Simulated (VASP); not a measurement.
# Zn7B (Im-3m) in VASP: single point with PBE

Aim: the single point of Zn7B with PBE.

All numbers are computed with VASP 6.6.1; they aren't measurements. Logs are shortened: lines on timing, memory, paths and dates and some standing lists are left out, and cuts for length are marked.

## Step 1: The cell of the first run

It takes space group Im-3m (No. 229, cubic). Conventional cell: a = 6.091 Å, b = 6.091 Å, c = 6.091 Å, α = 90.00°, β = 90.00°, γ = 90.00°. Within 3.5 Å of Zn (site symmetry 4/mmm) lie 12 Zn at 2.64 to 3.05 Å and 2 B at 3.05 Å. Within 3.5 Å of Zn (site symmetry -3m) lie 12 Zn at 2.64 to 3.05 Å and 2 B at 2.64 Å. B (site symmetry m-3m) has 14 Zn at 2.64 to 3.05 Å within 3.5 Å.

## Step 2: Single point, PBE

The input, INCAR:

```
PREC = Accurate ; ENCUT = 520
EDIFF = 1E-6 ; ISMEAR = 0
SIGMA = 0.1 ; LREAL = False
LASPH = True ; NELM = 60
ALGO = Fast ; ISIF = 2
LWAVE = False ; LCHARG = True
GGA = PE ; LELF = True
LVHAR = True ; NBANDS = 54
```

The input, KPOINTS:

```
regular mesh
0
Gamma
  4 4 4
```

The input, POSCAR:

```
Zn7B
1.0
   -3.0453496700      3.0453496700      3.0453496700
    3.0453496700     -3.0453496700      3.0453496700
    3.0453496700      3.0453496700     -3.0453496700
Zn B
7 1
Direct
    0.0000000000      0.5000000000      0.5000000000
    0.5000000000      0.5000000000      0.0000000000
    0.5000000000      0.0000000000      0.5000000000
    0.0000000000      0.0000000000      0.5000000000
    0.0000000000      0.5000000000      0.0000000000
    0.5000000000      0.0000000000      0.0000000000
    0.5000000000      0.5000000000      0.5000000000
    0.0000000000      0.0000000000      0.0000000000
```

Potentials or basis: VASP PAW PBE potentials, release 64 (Zn, B).

Run with:

```
$ cat potpaw_PBE.64/Zn/POTCAR potpaw_PBE.64/B/POTCAR > POTCAR
$ mpirun -np 1 vasp_std > vasp.out
```

OUTCAR:

```text
PREC = Accurate
   ENCUT = 520
   EDIFF = 1E-6
   ISMEAR = 0
   LREAL = False
   LASPH = True
   NELM = 60
   ISIF = 2
   GGA = PE

 ion  position               nearest neighbor table
   1  0.000  0.500  0.500-   4 2.64   5 2.64   6 2.64   7 2.64   5 2.64   4 2.64   7 2.64   6 2.64
                             2 3.05   2 3.05   3 3.05   3 3.05
   2  0.500  0.500  0.000-   4 2.64   5 2.64   6 2.64   7 2.64   7 2.64   6 2.64   5 2.64   4 2.64
                             3 3.05   1 3.05   1 3.05   3 3.05
   3  0.500  0.000  0.500-   4 2.64   5 2.64   6 2.64   7 2.64   6 2.64   7 2.64   4 2.64   5 2.64
                             2 3.05   1 3.05   1 3.05   2 3.05
   4  0.000  0.000  0.500-   1 2.64   2 2.64   3 2.64   1 2.64   3 2.64   2 2.64   5 3.05   5 3.05
                             6 3.05   6 3.05   7 3.05   7 3.05
   5  0.000  0.500  0.000-   1 2.64   2 2.64   3 2.64   1 2.64   2 2.64   3 2.64   4 3.05   4 3.05
                             6 3.05   7 3.05   6 3.05   7 3.05
   6  0.500  0.000  0.000-   1 2.64   2 2.64   3 2.64   3 2.64   2 2.64   1 2.64   4 3.05   5 3.05
                             7 3.05   4 3.05   5 3.05   7 3.05
   7  0.500  0.500  0.500-   1 2.64   2 2.64   3 2.64   2 2.64   3 2.64   1 2.64   4 3.05   5 3.05
                             6 3.05   6 3.05   5 3.05   4 3.05
   8  0.000  0.000  0.000-

  LATTYP: Found a body centered cubic cell.
 ALAT       =     6.0906993400

  Lattice vectors:

 A1 = (  -3.0453496700,   3.0453496700,   3.0453496700)
 A2 = (   3.0453496700,  -3.0453496700,   3.0453496700)
 A3 = (   3.0453496700,   3.0453496700,  -3.0453496700)

Analysis of symmetry for initial positions (statically):
=====================================================================
 Subroutine PRICEL returns:
 Original cell was already a primitive cell.

 Routine SETGRP: Setting up the symmetry group for a
 body centered cubic supercell.

 Subroutine GETGRP returns: Found 48 space group operations
 (whereof 48 operations were pure point group operations)
 out of a pool of 48 trial point group operations.

The static configuration has the point symmetry O_h .

Analysis of symmetry for dynamics (positions and initial velocities):
=====================================================================
 Subroutine PRICEL returns:
 Original cell was already a primitive cell.

 Routine SETGRP: Setting up the symmetry group for a
 body centered cubic supercell.

 Subroutine GETGRP returns: Found 48 space group operations
 (whereof 48 operations were pure point group operations)
 out of a pool of 48 trial point group operations.

The dynamic configuration has the point symmetry O_h .

 Subroutine INISYM returns: Found 48 space group operations
 (whereof 48 operations are pure point group operations),
 and found     1 'primitive' translations

----------------------------------------------------------------------------------------

                                     Primitive cell

  volume of cell :     112.9722

  direct lattice vectors                    reciprocal lattice vectors
    -3.045349670  3.045349670  3.045349670     0.000000000  0.164184758  0.164184758
     3.045349670 -3.045349670  3.045349670     0.164184758  0.000000000  0.164184758
     3.045349670  3.045349670 -3.045349670     0.164184758  0.164184758  0.000000000

  length of vectors
     5.274700355  5.274700355  5.274700355     0.232192312  0.232192312  0.232192312

  position of ions in fractional coordinates (direct lattice)
     0.000000000  0.500000000  0.500000000
     0.500000000  0.500000000  0.000000000
     0.500000000  0.000000000  0.500000000
     0.000000000  0.000000000  0.500000000
     0.000000000  0.500000000  0.000000000
     0.500000000  0.000000000  0.000000000
     0.500000000  0.500000000  0.500000000
     0.000000000  0.000000000  0.000000000

  ion indices of the primitive-cell ions
   primitive index   ion index
                 1           1
                 2           2
                 3           3
                 4           4
                 5           5
                 6           6
                 7           7
                 8           8

----------------------------------------------------------------------------------------

 KPOINTS: regular mesh

Automatic generation of k-mesh.
 Grid dimensions read from file:
 generate k-points for:    4    4    4

 Generating k-lattice:

  Cartesian coordinates                     Fractional coordinates (reciprocal lattice)
     0.000000000  0.041046190  0.041046190     0.250000000  0.000000000  0.000000000
     0.041046190  0.000000000  0.041046190     0.000000000  0.250000000  0.000000000
     0.041046190  0.041046190  0.000000000     0.000000000  0.000000000  0.250000000

  Length of vectors
     0.058048078  0.058048078  0.058048078

  Shift w.r.t. Gamma in fractional coordinates (k-lattice)
     0.000000000  0.000000000  0.000000000

 Subroutine IBZKPT returns following result:
 ===========================================

 Found      8 irreducible k-points:

 Following reciprocal coordinates:
            Coordinates               Weight
  0.000000  0.000000  0.000000      1.000000
  0.250000  0.000000  0.000000     12.000000
  0.500000  0.000000  0.000000      6.000000
  0.250000  0.250000  0.000000     24.000000
  0.250000  0.250000  0.250000      2.000000
 -0.250000  0.250000  0.250000      6.000000
  0.500000  0.500000  0.250000     12.000000
  0.500000  0.500000  0.500000      1.000000
   k-points           NKPTS =      8   k-points in BZ     NKDIM =      8   number of bands    NBANDS=     54
   number of dos      NEDOS =    301   number of ions     NIONS =      8
   total plane-waves  NPLWV =  64000
   dimension x,y,z NGX =    40 NGY =   40 NGZ =   40
   dimension x,y,z NGXF=    80 NGYF=   80 NGZF=   80
   ions per type =               7   1
   NGX,Y,Z   is equivalent  to a cutoff of  12.61, 12.61, 12.61 a.u.
   NGXF,Y,Z  is equivalent  to a cutoff of  25.21, 25.21, 25.21 a.u.
 SYSTEM =  unknown system
   PREC   = accura    normal or accurate (medium, high low for compatibility)
   ISTART =      0    job   : 0-new  1-cont  2-samecut
   ICHARG =      2    charge: 1-file 2-atom 10-const
   ISPIN  =      1    spin polarized calculation?
   LNONCOLLINEAR =      F non collinear calculations
   LSORBIT =      F    spin-orbit coupling
   LASPH  =      T    aspherical Exc in radial PAW
   ENCUT  =  520.0 eV  38.22 Ry    6.18 a.u.   9.81  9.81  9.81*2*pi/ulx,y,z
   NELM   =     60;   NELMIN=  2; NELMDL= -5     # of ELM steps
   EDIFF  = 0.1E-05   stopping-criterion for ELM
   LREAL  =      F    real-space projection
   EDIFFG = 0.1E-04   stopping-criterion for IOM
   NSW    =      0    number of steps for IOM
   IBRION =     -1    ionic relax: 0-MD 1-quasi-New 2-CG
   NFREE  =      0    steps in history (QN), initial steepest desc. (CG)
   ISIF   =      2    stress and relaxation
   ISYM   =      2    0-nonsym 1-usesym 2-fastsym
   POTIM  = 0.5000    time-step for ionic-motion
   TEBEG  =    0.0;   TEEND  =   0.0 temperature during run
   PSTRESS=    0.0 pullay stress
   NELECT =      87.0000    total number of electrons
   NUPDOWN=      -1.0000    fix difference up-down
   EMIN   =  10.00;   EMAX   =-10.00  energy-range for DOS
   EFERMI =   0.00;   METHOD = LEGACY
   ISMEAR =     0;   SIGMA  =   0.10  broadening in eV -4-tet -1-fermi 0-gaus
   EFERMI_NEDOS =   21; number of points for ismear=-14 and -15
   IALGO  =     68    algorithm
   IMIX   =      4    mixing-type and parameters
     AMIX     =   0.40;   BMIX     =  1.00
     AMIX_MAG =   1.60;   BMIX_MAG =  1.00
  volume/ion in A,a.u.               =      14.12        95.30
  Fermi-wavevector in a.u.,A,eV,Ry     =   1.500574  2.835674 30.636542  2.251722
  Thomas-Fermi vector in A             =   2.612057
   LORBIT       =      0    0 simple, 1 ext, 2 COOP (PROOUT), +10 PAW based schemes
   GGA     = PE    functional components
   LHFCALC =     F    Hartree Fock is set to
   AEXX    =    0.0000 exact exchange contribution
   IVDW    =     0    specifies the selected vdW correction
   LEPSILON=     F    determine dielectric tensor
   LRPA    =     F    only Hartree local field effects (RPA)
 non-spin polarized calculation
 RMM-DIIS sequential band-by-band and
 Gauss-broadening in eV      SIGMA  =   0.10
  energy-cutoff  :      520.00
  volume of cell :      112.97
 maximum number of plane-waves:      3055
   NGX = 19   NGY = 19   NGZ = 19

 number of electron      86.9999844 magnetization

 Free energy of the ion-electron system (eV)
  ---------------------------------------------------
  ext. energy  EPLUGINS =         0.00000000
  ---------------------------------------------------
  free energy    TOTEN  =       -11.21007951 eV

  energy without entropy =      -11.20130774  energy(sigma->0) =      -11.20569363

 E-fermi :   3.3061     XC(G=0): -11.6668

 val. band max:        3.2622033166   @ k =   0.5000   0.0000   0.0000
 cond. band min:       3.3887998181   @ k =  -0.2500   0.2500   0.2500
 fundamental gap:      0.1265965015
 Fermi energy:         3.3061064039

 k-point     1 :       0.0000    0.0000    0.0000
  band No.  band energies     occupation
      1      -7.4723      2.00000
      2      -5.2616      2.00000
      3      -5.1898      2.00000
      4      -5.1898      2.00000
      5      -5.1253      2.00000
      6      -5.1253      2.00000
[... 46 lines left out ...]
     53      11.9921      0.00000
     54      11.9922      0.00000

 k-point     2 :       0.2500    0.0000    0.0000
  band No.  band energies     occupation
      1      -6.9690      2.00000
      2      -5.1671      2.00000
      3      -5.0896      2.00000
      4      -5.0563      2.00000
      5      -5.0288      2.00000
      6      -5.0208      2.00000
[... 46 lines left out ...]
     53      10.9410      0.00000
     54      11.1703      0.00000

 k-point     3 :       0.5000    0.0000    0.0000
  band No.  band energies     occupation
      1      -5.7113      2.00000
      2      -5.6526      2.00000
      3      -4.9214      2.00000
      4      -4.8841      2.00000
      5      -4.8774      2.00000
      6      -4.8641      2.00000
[... 46 lines left out ...]
     53       8.1556      0.00000
     54       9.3537      0.00000

 k-point     4 :       0.2500    0.2500    0.0000
  band No.  band energies     occupation
      1      -6.0405      2.00000
      2      -5.0956      2.00000
      3      -5.0277      2.00000
      4      -4.8742      2.00000
      5      -4.8394      2.00000
      6      -4.8267      2.00000
[... 46 lines left out ...]
     53       8.9673      0.00000
     54       9.5376      0.00000

 k-point     5 :       0.2500    0.2500    0.2500
  band No.  band energies     occupation
      1      -5.2087      2.00000
      2      -4.9457      2.00000
      3      -4.9457      2.00000
      4      -4.9457      2.00000
      5      -4.6648      2.00000
      6      -4.6648      2.00000
[... 46 lines left out ...]
     53      10.3912      0.00000
     54      10.3912      0.00000

 k-point     6 :      -0.2500    0.2500    0.2500
  band No.  band energies     occupation
      1      -6.4814      2.00000
      2      -5.0531      2.00000
      3      -4.9791      2.00000
      4      -4.9487      2.00000
      5      -4.9487      2.00000
      6      -4.9117      2.00000
[... 46 lines left out ...]
     53      10.6154      0.00000
     54      10.6180      0.00000

 k-point     7 :       0.5000    0.5000    0.2500
  band No.  band energies     occupation
      1      -5.3672      2.00000
      2      -5.2612      2.00000
      3      -4.8356      2.00000
      4      -4.8320      2.00000
      5      -4.7684      2.00000
      6      -4.7667      2.00000
[... 46 lines left out ...]
     53       9.8368      0.00000
     54      10.5660      0.00000

 k-point     8 :       0.5000    0.5000    0.5000
  band No.  band energies     occupation
      1      -4.9491      2.00000
      2      -4.7044      2.00000
      3      -4.7044      2.00000
      4      -4.6737      2.00000
      5      -4.6737      2.00000
      6      -4.6737      2.00000
[... 46 lines left out ...]
     53      12.5730      0.00000
     54      12.9666      0.00000

------------------------ aborting loop because EDIFF is reached ----------------------------------------

  FORCE on cell =-STRESS in cart. coord.  units (eV):
  Direction    XX          YY          ZZ          XY          YZ          ZX
  --------------------------------------------------------------------------------------
  -------------------------------------------------------------------------------------
  Total        0.6359912      0.6359912      0.6359912      0.0000000      0.0000000      0.0000000
  in kB        9.0196609      9.0196609      9.0196609      0.0000000      0.0000000      0.0000000
  external PRESSURE =       9.0196609 kB  Pullay stress =       0.0000000 kB

 VOLUME and BASIS-vectors are now :
 -----------------------------------------------------------------------------
  energy-cutoff  :      520.00
  volume of cell :      112.97
      direct lattice vectors                 reciprocal lattice vectors
    -3.045349670  3.045349670  3.045349670     0.000000000  0.164184758  0.164184758
     3.045349670 -3.045349670  3.045349670     0.164184758  0.000000000  0.164184758
     3.045349670  3.045349670 -3.045349670     0.164184758  0.164184758  0.000000000

 POSITION                                       TOTAL-FORCE (eV/Angst)
 -----------------------------------------------------------------------------------
      3.04535      0.00000      0.00000        -0.000000      0.000000      0.000000
      0.00000      0.00000      3.04535         0.000000     -0.000000      0.000000
      0.00000      3.04535      0.00000        -0.000000     -0.000000      0.000000
      1.52267      1.52267     -1.52267        -0.000000      0.000000      0.000000
      1.52267     -1.52267      1.52267        -0.000000      0.000000     -0.000000
     -1.52267      1.52267      1.52267        -0.000000     -0.000000     -0.000000
      1.52267      1.52267      1.52267         0.000000     -0.000000     -0.000000
      0.00000      0.00000      0.00000         0.000000     -0.000000     -0.000000
 -----------------------------------------------------------------------------------
    total drift:                                0.000000     -0.000000      0.000000

  FREE ENERGIE OF THE ION-ELECTRON SYSTEM (eV)
  ---------------------------------------------------
  free  energy   TOTEN  =       -11.2100795080 eV

  energy  without entropy=      -11.2013077448  energy(sigma->0) =      -11.20569363
```

Run time: 52 s. Hardware: 1 thread of Intel Xeon Platinum 8259CL at 2.50GHz (Skylake/Cascade Lake), shared host; peak memory 0.24 GiB.

Results:

| Item | Value |
| --- | --- |
| Free energy | -11.2101 eV |
| Pressure | 0.9 GPa |

Caveat: the k points lie up to 0.36 Å⁻¹ apart.
